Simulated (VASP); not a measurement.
Input of a VASP 6.6.1 run:

Contents of INCAR:

```
PREC = Accurate
ENCUT = 520
EDIFF = 1E-7
ISMEAR = 0
SIGMA = 0.05
LREAL = False
LASPH = True
NELM = 80
ALGO = Normal
ISIF = 2
LWAVE = False
LCHARG = True
GGA = PS
LELF = True
LVHAR = True
NBANDS = 11
```

KPOINTS

```
regular mesh
0
Gamma
  12 12 12
```

Contents of POSCAR:

```
BAs
1.0
    0.0000000000      2.4153130253      2.4153130253
    2.4153130253      0.0000000000      2.4153130253
    2.4153130253      2.4153130253      0.0000000000
B As
1 1
Direct
    0.0000000000      0.0000000000      0.0000000000
    0.7500000000      0.7500000000      0.7500000000
```

Potentials or basis: VASP PAW PBE potentials, release 64 (B, As).

The run is started by

```bash
$ cat potpaw_PBE.64/B/POTCAR potpaw_PBE.64/As/POTCAR > POTCAR
$ mpirun -np 1 vasp_std > vasp.out
```

**Question.** What does it give for the pressure?

**Answer.** -4.3 GPa.

**Question.** Estimate the band gap on the k mesh.

**Answer.** 1.12 eV, indirect (least direct gap 3.20 eV).

Caveat: the PAW data sets were made with another functional, which shifts forces and pressure a little. A k mesh can miss the band edges.
